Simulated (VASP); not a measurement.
# PtSe2 (Sudovikovite) (P-3m1) in VASP: further runs

PtSe2 (Sudovikovite) is run at these levels: PBE+D3(BJ); tasks: single point, relaxation of shape and atoms at fixed volume, relaxation of cell and atoms.

Program: VASP 6.6.1. These are calculated values, not measurements. Logs are shortened: lines on timing, memory, paths and dates and some standing lists are left out, and cuts for length are marked.

## Step 1: The cell of the first run

The structure is trigonal, space group P-3m1 (No. 164). The conventional cell has a = 3.771 Å, b = 3.771 Å, c = 4.823 Å, α = 90.00°, β = 90.00°, γ = 120.00°. Pt (site symmetry -3m) has 6 Se at 2.53 Å within 3.3 Å. Se (site symmetry 3m) has 3 Pt at 2.53 Å and 3 Se at 3.14 Å within 3.3 Å.

## Step 2: Single point, PBE+D3(BJ)

INCAR reads:

```
  ALGO = Normal
  EDIFF = 1E-7
  ENCUT = 520
  GGA = PE
  ISIF = 2
  ISMEAR = 0
  IVDW = 12
  LASPH = T
  LCHARG = F
  LREAL = F
  LWAVE = F
  NBANDS = 18
  NELM = 100
  PREC = Accurate
  SIGMA = 0.1
```

KPOINTS reads:

```
k-points
0
Gamma
  15 15 10
```

POSCAR reads:

```
PtSe2
1.0
    3.7714571397      0.0000000000      0.0000000000
   -1.8857285698      3.2661776923      0.0000000000
    0.0000000000      0.0000000000      4.8233068483
Pt Se
1 2
Direct
    0.0000000000      0.0000000000      0.0000000000
    0.3333333333      0.6666666667      0.2654558733
    0.6666666667      0.3333333333      0.7345441267
```

Potentials or basis: VASP PAW PBE potentials, release 64 (Pt, Se).

Command:

```bash
$ cat potpaw_PBE.64/Pt/POTCAR potpaw_PBE.64/Se/POTCAR > POTCAR
$ mpirun -np 1 vasp_std > vasp.out
```

OUTCAR:

```text
EDIFF = 1E-7
   ENCUT = 520
   GGA = PE
   ISIF = 2
   ISMEAR = 0
   IVDW = 12
   LASPH = T
   LREAL = F
   NELM = 100
   PREC = Accurate
 IVDW          = 12

 ion  position               nearest neighbor table
   1  0.000  0.000  0.000-   2 2.53   3 2.53   3 2.53   2 2.53   3 2.53   2 2.53
   2  0.333  0.667  0.265-   1 2.53   1 2.53   1 2.53
   3  0.667  0.333  0.735-   1 2.53   1 2.53   1 2.53

  LATTYP: Found a hexagonal cell.
 ALAT       =     3.7714571397
 C/A-ratio  =     1.2788974313

  Lattice vectors:

 A1 = (   3.7714571397,   0.0000000000,   0.0000000000)
 A2 = (  -1.8857285698,   3.2661776923,   0.0000000000)
 A3 = (   0.0000000000,   0.0000000000,   4.8233068483)

Analysis of symmetry for initial positions (statically):
=====================================================================
 Subroutine PRICEL returns:
 Original cell was already a primitive cell.

 Routine SETGRP: Setting up the symmetry group for a
 hexagonal supercell.

 Subroutine GETGRP returns: Found 12 space group operations
 (whereof 12 operations were pure point group operations)
 out of a pool of 24 trial point group operations.

The static configuration has the point symmetry D_3d.

Analysis of symmetry for dynamics (positions and initial velocities):
=====================================================================
 Subroutine PRICEL returns:
 Original cell was already a primitive cell.

 Routine SETGRP: Setting up the symmetry group for a
 hexagonal supercell.

 Subroutine GETGRP returns: Found 12 space group operations
 (whereof 12 operations were pure point group operations)
 out of a pool of 24 trial point group operations.

The dynamic configuration has the point symmetry D_3d.

 Subroutine INISYM returns: Found 12 space group operations
 (whereof 12 operations are pure point group operations),
 and found     1 'primitive' translations

----------------------------------------------------------------------------------------

                                     Primitive cell

  volume of cell :      59.4147

  direct lattice vectors                    reciprocal lattice vectors
     3.771457140  0.000000000  0.000000000     0.265149507  0.153084139  0.000000000
    -1.885728570  3.266177692  0.000000000     0.000000000  0.306168278  0.000000000
     0.000000000  0.000000000  4.823306848     0.000000000  0.000000000  0.207326639

  length of vectors
     3.771457140  3.771457140  4.823306848     0.306168278  0.306168278  0.207326639

  position of ions in fractional coordinates (direct lattice)
     0.000000000  0.000000000  0.000000000
     0.333333333  0.666666667  0.265455873
     0.666666667  0.333333333  0.734544127

  ion indices of the primitive-cell ions
   primitive index   ion index
                 1           1
                 2           2
                 3           3

----------------------------------------------------------------------------------------

 KPOINTS: k-points

Automatic generation of k-mesh.
 Grid dimensions read from file:
 generate k-points for:   15   15   10

 Generating k-lattice:

  Cartesian coordinates                     Fractional coordinates (reciprocal lattice)
     0.017676634  0.010205609  0.000000000     0.066666667  0.000000000  0.000000000
     0.000000000  0.020411219  0.000000000     0.000000000  0.066666667  0.000000000
     0.000000000  0.000000000  0.020732664     0.000000000  0.000000000  0.100000000

  Length of vectors
     0.020411219  0.020411219  0.020732664

  Shift w.r.t. Gamma in fractional coordinates (k-lattice)
     0.000000000  0.000000000  0.000000000

 Subroutine IBZKPT returns following result:
 ===========================================

 Found    238 irreducible k-points:

 Following reciprocal coordinates:
            Coordinates               Weight
  0.000000  0.000000  0.000000      1.000000
  0.066667  0.000000  0.000000      6.000000
  0.133333 -0.000000  0.000000      6.000000
  0.200000  0.000000  0.000000      6.000000
  0.266667 -0.000000  0.000000      6.000000
  0.333333  0.000000  0.000000      6.000000
[... 16 lines left out ...]
  0.333333  0.200000  0.000000     12.000000
  0.400000  0.200000  0.000000      6.000000
 [... further k-points ...]
   k-points           NKPTS =    238   k-points in BZ     NKDIM =    238   number of bands    NBANDS=     18
   number of dos      NEDOS =    301   number of ions     NIONS =      3
   total plane-waves  NPLWV =  28224
   dimension x,y,z NGX =    28 NGY =   28 NGZ =   36
   dimension x,y,z NGXF=    56 NGYF=   56 NGZF=   72
   ions per type =               1   2
   NGX,Y,Z   is equivalent  to a cutoff of  12.34, 12.34, 12.41 a.u.
   NGXF,Y,Z  is equivalent  to a cutoff of  24.68, 24.68, 24.82 a.u.
 SYSTEM =  unknown system
   PREC   = accura    normal or accurate (medium, high low for compatibility)
   ISTART =      0    job   : 0-new  1-cont  2-samecut
   ICHARG =      2    charge: 1-file 2-atom 10-const
   ISPIN  =      1    spin polarized calculation?
   LNONCOLLINEAR =      F non collinear calculations
   LSORBIT =      F    spin-orbit coupling
   LASPH  =      T    aspherical Exc in radial PAW
   ENCUT  =  520.0 eV  38.22 Ry    6.18 a.u.   7.01  7.01  8.97*2*pi/ulx,y,z
   NELM   =    100;   NELMIN=  2; NELMDL= -5     # of ELM steps
   EDIFF  = 0.1E-06   stopping-criterion for ELM
   LREAL  =      F    real-space projection
   EDIFFG = 0.1E-05   stopping-criterion for IOM
   NSW    =      0    number of steps for IOM
   IBRION =     -1    ionic relax: 0-MD 1-quasi-New 2-CG
   NFREE  =      0    steps in history (QN), initial steepest desc. (CG)
   ISIF   =      2    stress and relaxation
   ISYM   =      2    0-nonsym 1-usesym 2-fastsym
   POTIM  = 0.5000    time-step for ionic-motion
   TEBEG  =    0.0;   TEEND  =   0.0 temperature during run
   PSTRESS=    0.0 pullay stress
   NELECT =      22.0000    total number of electrons
   NUPDOWN=      -1.0000    fix difference up-down
   EMIN   =  10.00;   EMAX   =-10.00  energy-range for DOS
   EFERMI =   0.00;   METHOD = LEGACY
   ISMEAR =     0;   SIGMA  =   0.10  broadening in eV -4-tet -1-fermi 0-gaus
   EFERMI_NEDOS =   21; number of points for ismear=-14 and -15
   IALGO  =     38    algorithm
   IMIX   =      4    mixing-type and parameters
     AMIX     =   0.40;   BMIX     =  1.00
     AMIX_MAG =   1.60;   BMIX_MAG =  1.00
  volume/ion in A,a.u.               =      19.80       133.65
  Fermi-wavevector in a.u.,A,eV,Ry     =   1.175577  2.221519 18.802998  1.381981
  Thomas-Fermi vector in A             =   2.311955
   LORBIT       =      0    0 simple, 1 ext, 2 COOP (PROOUT), +10 PAW based schemes
   GGA     = PE    functional components
   LHFCALC =     F    Hartree Fock is set to
   AEXX    =    0.0000 exact exchange contribution
   IVDW    =    12    specifies the selected vdW correction
   LEPSILON=     F    determine dielectric tensor
   LRPA    =     F    only Hartree local field effects (RPA)
 non-spin polarized calculation
 Gauss-broadening in eV      SIGMA  =   0.10
  energy-cutoff  :      520.00
  volume of cell :       59.41
 maximum number of plane-waves:      1622
   NGX = 13   NGY = 13   NGZ = 17

 number of electron      21.9999997 magnetization

 Free energy of the ion-electron system (eV)
  ---------------------------------------------------
  ext. energy  EPLUGINS =         0.00000000
  ---------------------------------------------------
  free energy    TOTEN  =       -14.19802788 eV

  energy without entropy =      -14.19419856  energy(sigma->0) =      -14.19611322

 E-fermi :   6.7000     XC(G=0): -10.8226

 val. band max:        6.6896282589   @ k =   0.0000   0.2000   0.3000
 cond. band min:       6.7073549445   @ k =  -0.0667   0.3333   0.3000
 fundamental gap:      0.0177266856
 Fermi energy:         6.7000296967

 k-point     1 :       0.0000    0.0000    0.0000
  band No.  band energies     occupation
      1      -8.9553      2.00000
      2      -5.8599      2.00000
      3      -0.4033      2.00000
      4       0.4844      2.00000
      5       0.4844      2.00000
      6       2.9213      2.00000
[... 10 lines left out ...]
     17      13.9841      0.00000
     18      18.4685      0.00000

 k-point     2 :       0.0667    0.0000    0.0000
  band No.  band energies     occupation
      1      -8.9073      2.00000
      2      -5.8884      2.00000
      3      -0.3429      2.00000
      4       0.5159      2.00000
      5       0.5320      2.00000
      6       2.8590      2.00000
[... 10 lines left out ...]
     17      14.1307      0.00000
     18      17.5894      0.00000

 k-point     3 :       0.1333   -0.0000    0.0000
  band No.  band energies     occupation
      1      -8.7661      2.00000
      2      -5.9699      2.00000
      3      -0.1664      2.00000
      4       0.6068      2.00000
      5       0.6702      2.00000
      6       2.6307      2.00000
[... 10 lines left out ...]
     17      14.5229      0.00000
     18      16.3859      0.00000

 k-point     4 :       0.2000    0.0000    0.0000
  band No.  band energies     occupation
      1      -8.5405      2.00000
      2      -6.0935      2.00000
      3       0.1092      2.00000
      4       0.7448      2.00000
      5       0.8813      2.00000
      6       2.1431      2.00000
[... 375 lines left out ...]
      4       0.8453      2.00000
      5       1.2283      2.00000
      6       1.6652      2.00000
[... 10 lines left out ...]
     17      15.3427      0.00000
     18      16.1195      0.00000

 k-point    23 :       0.3333    0.2000    0.0000
  band No.  band energies     occupation
      1      -7.2487      2.00000
      2      -6.7319      2.00000
      3      -0.1043      2.00000
      4       0.8629      2.00000
      5       1.2663      2.00000
      6       1.8421      2.00000
[... 10 lines left out ...]
     17      15.5411      0.00000
     18      16.5638      0.00000

 k-point    24 :       0.4000    0.2000    0.0000
  band No.  band energies     occupation
      1      -7.0811      2.00000
      2      -6.8506      2.00000
      3      -0.2465      2.00000
      4       0.8611      2.00000
      5       1.2834      2.00000
      6       1.8799      2.00000
[... 10 lines left out ...]
     17      15.6959      0.00000
     18      17.0738      0.00000

 [... further k-points ...]

------------------------ aborting loop because EDIFF is reached ----------------------------------------

 Edisp (eV)   -1.46989

 E8    (eV) :    -0.6315

  FORCE on cell =-STRESS in cart. coord.  units (eV):
  Direction    XX          YY          ZZ          XY          YZ          ZX
  --------------------------------------------------------------------------------------
  -------------------------------------------------------------------------------------
  Total      -0.00950    -0.00950    -0.02165    -0.00000     0.00000     0.00000
  in kB      -0.25616    -0.25616    -0.58382    -0.00000     0.00000     0.00000
  external pressure =       -0.37 kB  Pullay stress =        0.00 kB

 VOLUME and BASIS-vectors are now :
 -----------------------------------------------------------------------------
  energy-cutoff  :      520.00
  volume of cell :       59.41
      direct lattice vectors                 reciprocal lattice vectors
     3.771457140  0.000000000  0.000000000     0.265149507  0.153084139  0.000000000
    -1.885728570  3.266177692  0.000000000     0.000000000  0.306168278  0.000000000
     0.000000000  0.000000000  4.823306848     0.000000000  0.000000000  0.207326639

 POSITION                                       TOTAL-FORCE (eV/Angst)
 -----------------------------------------------------------------------------------
      0.00000      0.00000      0.00000         0.000000      0.000000      0.000000
     -0.00000      2.17745      1.28038        -0.000000      0.000000      0.007099
      1.88573      1.08873      3.54293         0.000000     -0.000000     -0.007099
 -----------------------------------------------------------------------------------
    total drift:                                0.000000     -0.000000      0.000000

  FREE ENERGIE OF THE ION-ELECTRON SYSTEM (eV)
  ---------------------------------------------------
  free  energy   TOTEN  =       -15.6679135962 eV

  energy  without entropy=      -15.6640842789  energy(sigma->0) =      -15.66599894
```

Run time: 2.3 min. Hardware: 1 thread of Intel Xeon Platinum 8488C (Sapphire Rapids), shared host; peak memory 0.38 GiB.

Results:

* Free energy: -15.6679 eV
* Pressure: 0.0 GPa
* Largest force: 0.007 eV/Å
* Band gap on the k mesh: zero (band 11 reaches 7.49 eV, above the bottom of band 12 at 6.60 eV)
* Dispersion energy per atom: -0.490 eV

Forces on the atoms (eV/Å):
```
Pt   0.000  0.000  0.000
Se   0.000  0.000  0.007
Se   0.000  0.000 -0.007
```

Levels at points of the mesh, in eV from the Fermi level:
```tsv
k point	band 7	band 8	band 9	band 10	band 11	band 12	band 13	band 14	band 15	band 16
(0.00, 0.00, 0.00)	-3.78	-2.46	-1.00	-1.00	0.79	1.08	1.08	3.37	4.12	7.28
(0.00, 0.00, 0.50)	-3.83	-2.89	-1.70	-1.70	-1.69	2.34	2.34	5.00	6.53	6.58
```

Caveat: spin-orbit coupling is left out, which moves the levels of the heavy elements; pairwise dispersion overbinds metals, which lowers pressure and volume.

## Step 3: Single point, PBE+D3(BJ) (volume scaled by 1.10, then relaxed in part)

INCAR reads:

```
ALGO = Normal ; EDIFF = 1E-7
ENCUT = 520 ; GGA = PE
ISIF = 2 ; ISMEAR = 0
IVDW = 12 ; LASPH = True
LCHARG = True ; LELF = True
LREAL = False ; LVHAR = True
LWAVE = False ; NBANDS = 18
NELM = 100 ; PREC = Accurate
SIGMA = 0.1
```

KPOINTS is that of step 2.

POSCAR reads:

```
PtSe2
1.0
    3.7757299990      0.0000000000      0.0000000000
   -1.8878649995      3.2698780969      0.0000000000
    0.0000000000      0.0000000000      5.2936359276
Pt Se
1 2
Direct
    0.0000000000      0.0000000000      0.0000000000
    0.3333333333      0.6666666667      0.2444457957
    0.6666666667      0.3333333333      0.7555542043
```

Potentials or basis: VASP PAW PBE potentials, release 64 (Pt, Se).

Command:

```bash
$ cat potpaw_PBE.64/Pt/POTCAR potpaw_PBE.64/Se/POTCAR > POTCAR
$ mpirun -np 1 vasp_std > vasp.out
```

Run time: 94 s. Hardware: 1 thread of Intel Xeon 6975P-C (Granite Rapids), shared host; peak memory 0.41 GiB.

It converged, with:

* Free energy: -15.6000 eV
* Pressure: -2.7 GPa
* Band gap on the k mesh: zero (band 11 reaches 5.83 eV, above the bottom of band 12 at 5.52 eV)
* Dispersion energy per atom: -0.442 eV

Levels at points of the mesh, in eV from the Fermi level:
```
           k point  band 7  band 8  band 9  band 10  band 11  band 12  band 13  band 14  band 15  band 16
(0.00, 0.00, 0.00)   -3.76   -2.46   -1.00    -1.00     0.20     1.49     1.49     3.84     3.88     7.33
(0.00, 0.00, 0.50)   -3.78   -2.72   -1.76    -1.32    -1.32     2.10     2.10     4.77     5.88     6.88
```

Caveat: the cell differs from its parent crystal (volume scaled by 1.10, then relaxed in part); spin-orbit coupling is left out, which moves the levels of the heavy elements; pairwise dispersion overbinds metals, which lowers pressure and volume.

## Step 4: Relaxation of shape and atoms at fixed volume, PBE+D3(BJ) (volume scaled by 1.10)

INCAR reads:

```
PREC = Accurate
ENCUT = 600
EDIFF = 1E-6
ISMEAR = 0
SIGMA = 0.1
LREAL = False
LASPH = True
NELM = 100
ALGO = Normal
ISIF = 4
LWAVE = False
LCHARG = False
GGA = PE
IVDW = 12
IBRION = 2
NSW = 50
EDIFFG = -0.01
```

KPOINTS reads:

```
Automatic mesh
0
Gamma
  15 15 10
```

POSCAR reads:

```
PtSe2
1.0
    3.8305983692      0.0000000000      0.0000000000
   -1.9152991846      3.3173954994      0.0000000000
    0.0000000000      0.0000000000      5.1430730312
Pt Se
1 2
Direct
    0.0000000000      0.0000000000      0.0000000000
    0.3333333333      0.6666666667      0.2534252180
    0.6666666667      0.3333333333      0.7465747820
```

Command:

```bash
$ cat potpaw_PBE.64/Pt/POTCAR potpaw_PBE.64/Se/POTCAR > POTCAR
$ mpirun -np 1 vasp_std > vasp.out
```

Wall time 4.8 min (1 thread of Intel Xeon 6975P-C (Granite Rapids), shared host); peak memory 0.47 GiB.

Results (log left out):

- Free energy: -15.6002 eV
- Energy gained by relaxing: 8.7 meV/atom
- Ionic steps: 6
- Pressure after relaxing: -2.7 GPa
- Band gap on the k mesh: zero (band 11 reaches 5.83 eV, above the bottom of band 12 at 5.52 eV)
- Dispersion energy per atom: -0.442 eV

Forces on the atoms (eV/Å):
```
Pt   0.000  0.000  0.000
Se   0.000  0.000  0.003
Se   0.000  0.000 -0.003
```

The path:
```tsv
step	energy change (eV)	largest force (eV/Å)	pressure (GPa)	volume (Å³)
1	0.0000	0.3710	-6.13	65.36
2	-0.0141	0.2147	-5.04	65.36
3	-0.0235	0.0333	-3.27	65.36
4	-0.0236	0.0690	-3.00	65.36
5	-0.0256	0.0293	-2.83	65.36
6	-0.0260	0.0027	-2.70	65.36
```

Final structure:
```
Pt Se
1.0
     3.77723    0.00000    0.00000
    -1.88861    3.27117    0.00000
     0.00000    0.00000    5.28944
Pt Se
1 2
Direct
  0.00000 0.00000 0.00000
  0.33333 0.66667 0.24447
  0.66667 0.33333 0.75553
```

Levels at points of the mesh, in eV from the Fermi level:
| k point | band 8 | band 9 | band 10 | band 11 | band 12 | band 13 | band 14 | band 15 |
| --- | --- | --- | --- | --- | --- | --- | --- | --- |
| (0.00, 0.00, 0.00) | -2.46 | -1.01 | -1.01 | 0.21 | 1.49 | 1.49 | 3.83 | 3.88 |
| (0.00, 0.00, 0.50) | -2.72 | -1.76 | -1.33 | -1.33 | 2.10 | 2.10 | 4.77 | 5.87 |

Caveat: the cell differs from its parent crystal (volume scaled by 1.10); spin-orbit coupling is left out, which moves the levels of the heavy elements; pairwise dispersion overbinds metals, which lowers pressure and volume.

## Step 5: Single point, PBE+D3(BJ)

This run uses another cell than the first one, of 20.27 Å³/atom, 1.023 times its volume.

INCAR reads:

```
PREC = Accurate
ENCUT = 520
EDIFF = 1E-6
ISMEAR = 0
SIGMA = 0.1
LREAL = F
LASPH = T
NELM = 100
ALGO = Normal
ISIF = 2
LWAVE = F
LCHARG = T
GGA = PE
IVDW = 12
LELF = T
LVHAR = T
NBANDS = 18
```

KPOINTS reads:

```
regular mesh
0
Gamma
  15 15 8
```

POSCAR reads:

```
PtSe2
1.0
    3.7240000000      0.0000000000      0.0000000000
   -1.8620000000      3.2250786037      0.0000000000
    0.0000000000      0.0000000000      5.0620000000
Pt Se
1 2
Direct
    0.0000000000      0.0000000000      0.0000000000
    0.3333333333      0.6666666667      0.2595647852
    0.6666666667      0.3333333333      0.7404352148
```

Command:

```bash
$ cat potpaw_PBE.64/Pt/POTCAR potpaw_PBE.64/Se/POTCAR > POTCAR
$ mpirun -np 1 vasp_std > vasp.out
```

Run time: 67 s. Hardware: 1 thread of Intel Xeon 6975P-C (Granite Rapids), shared host; peak memory 0.35 GiB.

Results (log left out):

- Free energy: -15.6475 eV
- Pressure: 0.4 GPa
- Largest force: 0.014 eV/Å
- Band gap on the k mesh: zero (band 11 reaches 7.01 eV, above the bottom of band 12 at 6.41 eV)
- Dispersion energy per atom: -0.478 eV

Forces in eV/Å, atoms in the order of the input:
```
Pt   0.000  0.000  0.000
Se   0.000  0.000  0.014
Se   0.000  0.000 -0.014
```

Stress tensor (GPa, compression positive):
```
 1.32  0.00  0.00
 0.00  1.32  0.00
 0.00  0.00 -1.38
```

Levels at points of the mesh, in eV from the Fermi level:
```tsv
k point	band 9	band 10	band 11	band 12	band 13	band 14
(0.00, 0.00, 0.00)	-0.95	-0.95	0.54	1.30	1.30	3.64
(0.00, 0.00, 0.50)	-1.74	-1.48	-1.48	2.26	2.26	4.90
```

Caveat: spin-orbit coupling is left out, which moves the levels of the heavy elements; pairwise dispersion overbinds metals, which lowers pressure and volume.

(Part 1 of 2 ends here.)
